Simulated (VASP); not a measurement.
Set up this calculation in VASP 6.6.1, as the native input.

```
Task                   : single point
Functional             : PBE
Potentials or basis    : VASP PAW PBE potentials, release 64 (Pt)
Cutoff                 : 520 eV
k mesh                 : 20 × 20 × 20
Occupations            : gaussian, width 0.15 eV
Spin                   : no spin polarisation
Dipole correction      : no
Further INCAR settings : ALGO = Fast; EDIFF = 1e-06; NBANDS = 11
```

The structure of Pt lies in POSCAR:

```
Pt
1.0
    0.0146842500      1.9579000000      1.9579000000
    1.9579000000      0.0146842500      1.9579000000
    1.9725842500      1.9725842500      0.0000000000
Pt
1
Direct
    0.0000000000      0.0000000000      0.0000000000
```

This cell differs from its parent crystal: strain +0.0150 x Voigt [0, 0, 0, 0, 0, 1].

The input as run:

INCAR

```
SYSTEM = Pt
PREC = Accurate ; ENCUT = 520
EDIFF = 1E-6 ; ISMEAR = 0
SIGMA = 0.15 ; LREAL = .FALSE.
LASPH = .TRUE. ; NELM = 100
ALGO = Fast ; ISIF = 2
LWAVE = .FALSE. ; LCHARG = .FALSE.
GGA = PE ; NBANDS = 11
```

KPOINTS

```
regular mesh
0
G
  20 20 20
  0 0 0
```

Potentials or basis: VASP PAW PBE potentials, release 64 (Pt).

Command:

```console
$ cat potpaw_PBE.64/Pt/POTCAR > POTCAR
$ mpirun -np 1 vasp_std > vasp.out
```

Results of the run:

```
Pressure               : 11.1 GPa
Band gap on the k mesh : zero (band 5 reaches 11.87 eV, above the bottom of band 6 at 9.58 eV)
```

Caveat: the cell differs from its parent crystal (strain +0.0150 x Voigt [0, 0, 0, 0, 0, 1]); spin-orbit coupling is left out, which moves the levels of the heavy elements.

Wall time 59 s on 1 thread of Intel(R) Xeon(R) 6975P-C (Granite Rapids) (shared host), peak memory 0.31 GiB.
